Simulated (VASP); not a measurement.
# TaN (P6/mmm) in VASP: further runs

Runs on TaN. Level: PBE. Tasks: electric field gradients.

All numbers are computed with VASP 6.6.1; they aren't measurements. Logs are shortened: lines on timing, memory, paths and dates and some standing lists are left out, and cuts for length are marked.

### 1 The cell of the first run

Symmetry: P6/mmm, No. 191, hexagonal system. Conventional cell: a = 5.150 Å, b = 5.150 Å, c = 2.888 Å, α = 90.00°, β = 90.00°, γ = 120.00°. Ta (site symmetry 6/mmm) has 6 N at 2.58 Å and 14 Ta at 2.89 to 3.31 Å within 3.4 Å. Within 2.7 Å of Ta (site symmetry -6m2) lie 6 N at 2.07 Å. Within 2.7 Å of N (site symmetry mmm) lie 6 Ta at 2.07 to 2.58 Å and 4 N at 2.58 Å.

### 2 Electric field gradients, PBE (11.06 Å³/atom)

INCAR

```
ALGO     = Normal         # electronic algorithm
EDIFF    = 1E-8           # SCF threshold, eV
ENCUT    = 520            # plane-wave cutoff, eV
GGA      = PE             # functional
ISIF     = 2              # what is computed and relaxed
ISMEAR   = -1             # smearing method
LASPH    = True           # aspherical terms in the spheres
LCHARG   = False          # write CHGCAR
LEFG     = True         
LREAL    = False          # projectors in reciprocal space
LWAVE    = False          # write WAVECAR
NBANDS   = 33             # bands
NELM     = 80             # most SCF steps
PREC     = Accurate       # precision mode
SIGMA    = 0.03           # smearing width, eV
```

KPOINTS

```
k-points
0
Gamma
  5 5 8
```

POSCAR

```
TaN
1.0
    5.1501995545      0.0000000000      0.0000000000
   -2.5750997773      4.4602036488      0.0000000000
    0.0000000000      0.0000000000      2.8884826334
Ta N
3 3
Direct
    0.0000000000      0.0000000000      0.0000000000
    0.3333333333      0.6666666667      0.5000000000
    0.6666666667      0.3333333333      0.5000000000
    0.5000000000      0.0000000000      0.0000000000
    0.5000000000      0.5000000000      0.0000000000
    0.0000000000      0.5000000000      0.0000000000
```

Potentials or basis: VASP PAW PBE potentials, release 64 (Ta_pv, N).

The run is started by

```
$ cat potpaw_PBE.64/Ta_pv/POTCAR potpaw_PBE.64/N/POTCAR > POTCAR
$ mpirun -np 1 vasp_std > vasp.out
```

OUTCAR:

```text
EDIFF = 1E-8
   ENCUT = 520
   GGA = PE
   ISIF = 2
   ISMEAR = -1
   LASPH = True
   LREAL = False
   NELM = 80
   PREC = Accurate

 ion  position               nearest neighbor table
   1  0.000  0.000  0.000-   4 2.58   4 2.58   5 2.58   5 2.58   6 2.58   6 2.58   3 3.31   3 3.31
                             2 3.31   2 3.31   2 3.31   3 3.31   2 3.31   3 3.31   2 3.31   3 3.31
   2  0.333  0.667  0.500-   6 2.07   6 2.07   4 2.07   4 2.07   5 2.07   5 2.07   3 2.97   3 2.97
                             3 2.97   1 3.31   1 3.31   1 3.31   1 3.31   1 3.31   1 3.31
   3  0.667  0.333  0.500-   6 2.07   6 2.07   4 2.07   4 2.07   5 2.07   5 2.07   2 2.97   2 2.97
                             2 2.97   1 3.31   1 3.31   1 3.31   1 3.31   1 3.31   1 3.31
   4  0.500  0.000  0.000-   2 2.07   3 2.07   2 2.07   3 2.07   1 2.58   1 2.58
   5  0.500  0.500  0.000-   2 2.07   3 2.07   2 2.07   3 2.07   1 2.58   1 2.58
   6  0.000  0.500  0.000-   2 2.07   3 2.07   2 2.07   3 2.07   1 2.58   1 2.58

  LATTYP: Found a hexagonal cell.
 ALAT       =     5.1501995545
 C/A-ratio  =     0.5608486822

  Lattice vectors:

 A1 = (   5.1501995545,   0.0000000000,   0.0000000000)
 A2 = (  -2.5750997773,   4.4602036488,   0.0000000000)
 A3 = (   0.0000000000,   0.0000000000,   2.8884826334)

Analysis of symmetry for initial positions (statically):
=====================================================================
 Subroutine PRICEL returns:
 Original cell was already a primitive cell.

 Routine SETGRP: Setting up the symmetry group for a
 hexagonal supercell.

 Subroutine GETGRP returns: Found 24 space group operations
 (whereof 24 operations were pure point group operations)
 out of a pool of 24 trial point group operations.

The static configuration has the point symmetry D_6h.

Analysis of symmetry for dynamics (positions and initial velocities):
=====================================================================
 Subroutine PRICEL returns:
 Original cell was already a primitive cell.

 Routine SETGRP: Setting up the symmetry group for a
 hexagonal supercell.

 Subroutine GETGRP returns: Found 24 space group operations
 (whereof 24 operations were pure point group operations)
 out of a pool of 24 trial point group operations.

The dynamic configuration has the point symmetry D_6h.

 Subroutine INISYM returns: Found 24 space group operations
 (whereof 24 operations are pure point group operations),
 and found     1 'primitive' translations

----------------------------------------------------------------------------------------

                                     Primitive cell

  volume of cell :      66.3512

  direct lattice vectors                    reciprocal lattice vectors
     5.150199555  0.000000000  0.000000000     0.194167234  0.112102505  0.000000000
    -2.575099777  4.460203649  0.000000000     0.000000000  0.224205009  0.000000000
     0.000000000  0.000000000  2.888482633     0.000000000  0.000000000  0.346202532

  length of vectors
     5.150199555  5.150199555  2.888482633     0.224205009  0.224205009  0.346202532

  position of ions in fractional coordinates (direct lattice)
     0.000000000  0.000000000  0.000000000
     0.333333333  0.666666667  0.500000000
     0.666666667  0.333333333  0.500000000
     0.500000000  0.000000000  0.000000000
     0.500000000  0.500000000  0.000000000
     0.000000000  0.500000000  0.000000000

  ion indices of the primitive-cell ions
   primitive index   ion index
                 1           1
                 2           2
                 3           3
                 4           4
                 5           5
                 6           6

----------------------------------------------------------------------------------------

 KPOINTS: k-points

Automatic generation of k-mesh.
 Grid dimensions read from file:
 generate k-points for:    5    5    8

 Generating k-lattice:

  Cartesian coordinates                     Fractional coordinates (reciprocal lattice)
     0.038833447  0.022420501  0.000000000     0.200000000 -0.000000000  0.000000000
     0.000000000  0.044841002  0.000000000     0.000000000  0.200000000  0.000000000
     0.000000000  0.000000000  0.043275316     0.000000000  0.000000000  0.125000000

  Length of vectors
     0.044841002  0.044841002  0.043275316

  Shift w.r.t. Gamma in fractional coordinates (k-lattice)
     0.000000000  0.000000000  0.000000000

 Subroutine IBZKPT returns following result:
 ===========================================

 Found     25 irreducible k-points:

 Following reciprocal coordinates:
            Coordinates               Weight
  0.000000  0.000000  0.000000      1.000000
  0.200000 -0.000000  0.000000      6.000000
  0.400000 -0.000000  0.000000      6.000000
  0.200000  0.200000  0.000000      6.000000
  0.400000  0.200000  0.000000      6.000000
  0.000000  0.000000  0.125000      2.000000
[... 16 lines left out ...]
  0.400000 -0.000000  0.500000      6.000000
  0.200000  0.200000  0.500000      6.000000
   k-points           NKPTS =     25   k-points in BZ     NKDIM =     25   number of bands    NBANDS=     33
   number of dos      NEDOS =    301   number of ions     NIONS =      6
   total plane-waves  NPLWV =  38400
   dimension x,y,z NGX =    40 NGY =   40 NGZ =   24
   dimension x,y,z NGXF=    80 NGYF=   80 NGZF=   48
   ions per type =               3   3
   NGX,Y,Z   is equivalent  to a cutoff of  12.91, 12.91, 13.81 a.u.
   NGXF,Y,Z  is equivalent  to a cutoff of  25.82, 25.82, 27.63 a.u.
 SYSTEM =  unknown system
   PREC   = accura    normal or accurate (medium, high low for compatibility)
   ISTART =      0    job   : 0-new  1-cont  2-samecut
   ICHARG =      2    charge: 1-file 2-atom 10-const
   ISPIN  =      1    spin polarized calculation?
   LNONCOLLINEAR =      F non collinear calculations
   LSORBIT =      F    spin-orbit coupling
   LASPH  =      T    aspherical Exc in radial PAW
   ENCUT  =  520.0 eV  38.22 Ry    6.18 a.u.   9.58  9.58  5.37*2*pi/ulx,y,z
   NELM   =     80;   NELMIN=  2; NELMDL= -5     # of ELM steps
   EDIFF  = 0.1E-07   stopping-criterion for ELM
   LREAL  =      F    real-space projection
   EDIFFG = 0.1E-06   stopping-criterion for IOM
   NSW    =      0    number of steps for IOM
   IBRION =     -1    ionic relax: 0-MD 1-quasi-New 2-CG
   NFREE  =      0    steps in history (QN), initial steepest desc. (CG)
   ISIF   =      2    stress and relaxation
   ISYM   =      2    0-nonsym 1-usesym 2-fastsym
   POTIM  = 0.5000    time-step for ionic-motion
   TEBEG  =    0.0;   TEEND  =   0.0 temperature during run
   PSTRESS=    0.0 pullay stress
   NELECT =      48.0000    total number of electrons
   NUPDOWN=      -1.0000    fix difference up-down
   EMIN   =  10.00;   EMAX   =-10.00  energy-range for DOS
   EFERMI =   0.00;   METHOD = LEGACY
   ISMEAR =    -1;   SIGMA  =   0.03  broadening in eV -4-tet -1-fermi 0-gaus
   EFERMI_NEDOS =   21; number of points for ismear=-14 and -15
   IALGO  =     38    algorithm
   IMIX   =      4    mixing-type and parameters
     AMIX     =   0.40;   BMIX     =  1.00
     AMIX_MAG =   1.60;   BMIX_MAG =  1.00
  volume/ion in A,a.u.               =      11.06        74.63
  Fermi-wavevector in a.u.,A,eV,Ry     =   1.469622  2.777184 29.385724  2.159790
  Thomas-Fermi vector in A             =   2.584977
   LORBIT       =      0    0 simple, 1 ext, 2 COOP (PROOUT), +10 PAW based schemes
   GGA     = PE    functional components
   LHFCALC =     F    Hartree Fock is set to
   AEXX    =    0.0000 exact exchange contribution
   IVDW    =     0    specifies the selected vdW correction
   LEPSILON=     F    determine dielectric tensor
   LRPA    =     F    only Hartree local field effects (RPA)
 non-spin polarized calculation
  energy-cutoff  :      520.00
  volume of cell :       66.35
 maximum number of plane-waves:      1822
 NGX is ok and might be reduce to    40
   NGX = 19   NGY = 19   NGZ = 11

 number of electron      47.9999994 magnetization

 Free energy of the ion-electron system (eV)
  ---------------------------------------------------
  ext. energy  EPLUGINS =         0.00000000
  ---------------------------------------------------
  free energy    TOTEN  =       -64.59719449 eV

  energy without entropy =      -64.59402633  energy(sigma->0) =      -64.59561041

 E-fermi :   8.4632     XC(G=0): -13.1660

 val. band max:        8.4498100572   @ k =   0.0000   0.0000   0.3750
 cond. band min:       8.5122596290   @ k =   0.2000  -0.0000   0.2500
 fundamental gap:      0.0624495718
 Fermi energy:         8.4631735406

 k-point     1 :       0.0000    0.0000    0.0000
  band No.  band energies     occupation
      1     -27.7697      2.00000
      2     -27.7697      2.00000
      3     -27.3544      2.00000
      4     -27.3544      2.00000
      5     -27.1127      2.00000
      6     -27.0056      2.00000
[... 25 lines left out ...]
     32      11.8092      0.00000
     33      11.8092      0.00000

 k-point     2 :       0.2000   -0.0000    0.0000
  band No.  band energies     occupation
      1     -27.8005      2.00000
      2     -27.7507      2.00000
      3     -27.3290      2.00000
      4     -27.3105      2.00000
      5     -27.0998      2.00000
      6     -27.0557      2.00000
[... 784 lines left out ...]
 k-point    24 :       0.2000    0.2000    0.5000
  band No.  band energies     occupation
      1     -28.0716      2.00000
      2     -27.9258      2.00000
      3     -27.6302      2.00000
      4     -27.5003      2.00000
      5     -27.2523      2.00000
      6     -27.1098      2.00000
[... 25 lines left out ...]
     32      12.5222      0.00000
     33      14.1031      0.00000

 [... further k-points ...]

------------------------ aborting loop because EDIFF is reached ----------------------------------------

  FORCE on cell =-STRESS in cart. coord.  units (eV):
  Direction    XX          YY          ZZ          XY          YZ          ZX
  --------------------------------------------------------------------------------------
  -------------------------------------------------------------------------------------
  Total        7.1409153      7.1409153      8.7626242     -0.0000000      0.0000000     -0.0000000
  in kB      172.4312424    172.4312424    211.5905482     -0.0000000      0.0000000     -0.0000000
  external PRESSURE =     185.4843443 kB  Pullay stress =       0.0000000 kB

 VOLUME and BASIS-vectors are now :
 -----------------------------------------------------------------------------
  energy-cutoff  :      520.00
  volume of cell :       66.35
      direct lattice vectors                 reciprocal lattice vectors
     5.150199555  0.000000000  0.000000000     0.194167234  0.112102505  0.000000000
    -2.575099777  4.460203649  0.000000000     0.000000000  0.224205009  0.000000000
     0.000000000  0.000000000  2.888482633     0.000000000  0.000000000  0.346202532

 POSITION                                       TOTAL-FORCE (eV/Angst)
 -----------------------------------------------------------------------------------
      0.00000      0.00000      0.00000        -0.000000      0.000000      0.000000
     -0.00000      2.97347      1.44424        -0.000000      0.000000      0.000000
      2.57510      1.48673      1.44424         0.000000     -0.000000      0.000000
      2.57510      0.00000      0.00000        -0.000000      0.000000      0.000000
      1.28755      2.23010      0.00000        -0.000000      0.000000      0.000000
     -1.28755      2.23010      0.00000        -0.000000      0.000000      0.000000
 -----------------------------------------------------------------------------------
    total drift:                               -0.000000      0.000000     -0.000000

  FREE ENERGIE OF THE ION-ELECTRON SYSTEM (eV)
  ---------------------------------------------------
  free  energy   TOTEN  =       -64.5971944878 eV

  energy  without entropy=      -64.5940263329  energy(sigma->0) =      -64.59561041

 Electric field gradients (V/A^2)
---------------------------------------------------------------------
 ion       V_xx      V_yy      V_zz      V_xy      V_xz      V_yz
---------------------------------------------------------------------
   1     172.646   172.645  -345.291    -0.000     0.000     0.000
   2     189.301   189.302  -378.603     0.000     0.000    -0.000
   3     189.301   189.302  -378.603     0.000     0.000    -0.000
   4      33.560   -28.949    -4.611    -0.000     0.000     0.000
   5     -13.322    17.934    -4.612    27.068     0.000    -0.000
   6     -13.322    17.932    -4.611   -27.067    -0.000    -0.000
---------------------------------------------------------------------

 Electric field gradients after diagonalization (V/A^2)
 (convention: |V_zz| > |V_xx| > |V_yy|)
----------------------------------------------------------------------
 ion       V_xx      V_yy      V_zz     asymmetry (V_yy - V_xx)/ V_zz
----------------------------------------------------------------------
   1     172.646   172.645  -345.291       0.000
   2     189.302   189.301  -378.603       0.000
   3     189.302   189.301  -378.603       0.000
   4     -28.949    -4.611    33.560       0.725
   5     -28.950    -4.612    33.562       0.725
   6     -28.949    -4.611    33.560       0.725
----------------------------------------------------------------------

           NMR quadrupolar parameters

 Cq : quadrupolar parameter    Cq=e*Q*V_zz/h
 eta: asymmetry parameters     (V_yy - V_xx)/ V_zz
 Q  : nuclear electric quadrupole moment in mb (millibarn)
----------------------------------------------------------------------
 ion       Cq(MHz)       eta       Q (mb)
----------------------------------------------------------------------
   1      -0.835       0.000       1.000
   2      -0.915       0.000       1.000
   3      -0.915       0.000       1.000
   4       0.081       0.725       1.000
   5       0.081       0.725       1.000
   6       0.081       0.725       1.000
----------------------------------------------------------------------
```

It took 82 s on 1 thread of Intel Xeon Platinum 8488C (Sapphire Rapids), shared host; peak memory 0.21 GiB.

What came out:

- Free energy: -64.5972 eV
- Pressure: 18.5 GPa
- Band gap on the k mesh: zero (bands 24 and 25 overlap by 2.20 eV)
- Largest electric field gradient by atom: Ta -345.3, -378.6 (each value once); N +33.6 V/Å²

Stress tensor (GPa, compression positive):
```
17.24  0.00  0.00
 0.00 17.24  0.00
 0.00  0.00 21.16
```

Electric field gradients, principal values (V/Å²):
```csv
atom,least,middle,greatest (by size)
1 Ta,172.645,172.646,-345.291
2 Ta,189.301,189.302,-378.603
3 Ta,189.301,189.302,-378.603
4 N,-4.611,-28.949,33.560
5 N,-4.612,-28.950,33.562
6 N,-4.611,-28.949,33.560
```

Caveat: the cell stands under pressure; without QUAD_EFG the Cq values of the log hold for a quadrupole moment of 1 mb, not for the nuclei; spin-orbit coupling is left out, which moves the levels of the heavy elements.

(Part 1 of 3 ends here.)
